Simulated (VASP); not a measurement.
Runs of VASP 6.6.1 on Sn. The structure is that of space group Fm-3m (No. 225), or close to it. The cells are those of the table. This isn't the form of Sn at room conditions, which is tetragonal (white tin).

| task | spin | cell | k mesh | cutoff (eV) | gap on the mesh (eV) | pressure (GPa) |
| --- | --- | --- | --- | --- | --- | --- |
| single point | off | a = 3.381 Å, angles 60.0°, 1 atom | 11 × 11 × 11 | 520 | none | 0.0 |
| single point | off | a = 3.511 Å, angles 60.0°, 1 atom | 13 × 13 × 13 | 520 | none | -4.4 |
| single point | off | a = 3.240 Å, angles 60.0°, 1 atom | 13 × 13 × 13 | 520 | none | 8.6 |
| single point | non-collinear, zero start, SOC | a = 3.381 Å, angles 60.0°, 1 atom | 11 × 11 × 11 | 520 | - | 0.0 |
| single point | off | a = 3.288 Å, angles 60.0°, 1 atom | 13 × 13 × 13 | 520 | none | 5.0 |
| single point | off | a = 3.335 Å, angles 60.0°, 1 atom | 13 × 13 × 13 | 520 | none | (a) |
| relaxation of cell and atoms | off | relaxed from a = 3.410 Å, angles 60.0°, 1 atom | 11 × 11 × 11 | 600 | none | 0.0 |
| single point | off | a = 3.469 Å, angles 60.0°, 1 atom | 13 × 13 × 13 | 520 | none | (b) |

Alike in all rows: level r2SCAN; potentials or basis VASP PAW PBE potentials, release 64 (Sn_d); smearing fermi-dirac 0.1 eV.

**Question.** Estimate the missing entries.

**Answer.** (a) 2.2; (b) -3.3.

Caveats: the PAW data sets were made with another functional, which shifts forces and pressure a little; spin-orbit coupling is left out, which moves the levels of the heavy elements (at least some runs); the cell stands under tension (at least some runs); the cell stands under pressure (at least some runs).

A k mesh can miss the band edges, and rows without SOC leave out spin-orbit coupling on Sn.

A gap of «none» marks levels without a gap at the run's occupations.
